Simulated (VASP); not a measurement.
Wanted: the native input for a VASP 6.6.1 run.

```yaml
Task: single point
Functional: r2SCAN
Potentials_or_basis: VASP PAW PBE potentials, release 64 (Ta_pv, N)
Cutoff: 520 eV
k_mesh: 18 × 18 × 16
Occupations: fermi-dirac, width 0.1 eV
Spin: no spin polarisation
Dipole_correction: no
Further_INCAR_settings: ALGO = Normal; EDIFF = 1e-06; NBANDS = 15
```

TaN:

```
CELL_PARAMETERS angstrom
2.93620 0.00000 0.00000
-1.46810 2.54282 0.00000
0.00000 0.00000 2.88458
ATOMIC_POSITIONS crystal
Ta 0.00000 0.00000 0.50000
N 0.66667 0.33333 0.00000
```

These files were run (other wordings do the same):

POSCAR

```
TaN
1.0
    2.9361983244      0.0000000000      0.0000000000
   -1.4680991622      2.5428223395      0.0000000000
    0.0000000000      0.0000000000      2.8845837842
Ta N
1 1
Direct
    0.0000000000      0.0000000000      0.5000000000
    0.6666666667      0.3333333333      0.0000000000
```

INCAR.step1

```
SYSTEM = TaN
  ALGO = Normal
  EDIFF = 1E-4
  ENCUT = 520
  GGA = PE
  ISMEAR = -1
  LASPH = .True.
  LCHARG = .False.
  LREAL = .False.
  LWAVE = .True.
  NBANDS = 15
  NELM = 100
  PREC = Accurate
  SIGMA = 0.1
```

INCAR.step2

```
SYSTEM = TaN
  ALGO = Normal
  EDIFF = 1E-6
  ENCUT = 520
  ISIF = 2
  ISMEAR = -1
  ISTART = 1
  LASPH = .True.
  LCHARG = .False.
  LMIXTAU = .True.
  LREAL = .False.
  LWAVE = .False.
  METAGGA = R2SCAN
  NBANDS = 15
  NELM = 100
  PREC = Accurate
  SIGMA = 0.1
```

KPOINTS

```
k-points
0
Gamma
  18 18 16
  0 0 0
```

Potentials or basis: VASP PAW PBE potentials, release 64 (Ta_pv, N).

The run is started by

```console
$ cat potpaw_PBE.64/Ta_pv/POTCAR potpaw_PBE.64/N/POTCAR > POTCAR
$ cp INCAR.step1 INCAR
$ mpirun -np 1 vasp_std > vasp.out
$ cp INCAR.step2 INCAR
$ mpirun -np 1 vasp_std > vasp.out
```

It gave:

| Property | Result |
| --- | --- |
| Pressure | 1.6 GPa |
| Band gap on the k mesh | zero (band 8 reaches 8.63 eV, above the bottom of band 9 at 8.14 eV) |

Caveat: the PAW data sets were made with another functional, which shifts forces and pressure a little; spin-orbit coupling is left out, which moves the levels of the heavy elements.

It took 110 s on 1 thread of Intel(R) Xeon(R) 6975P-C (Granite Rapids), with other jobs on the host, peak memory 0.23 GiB.
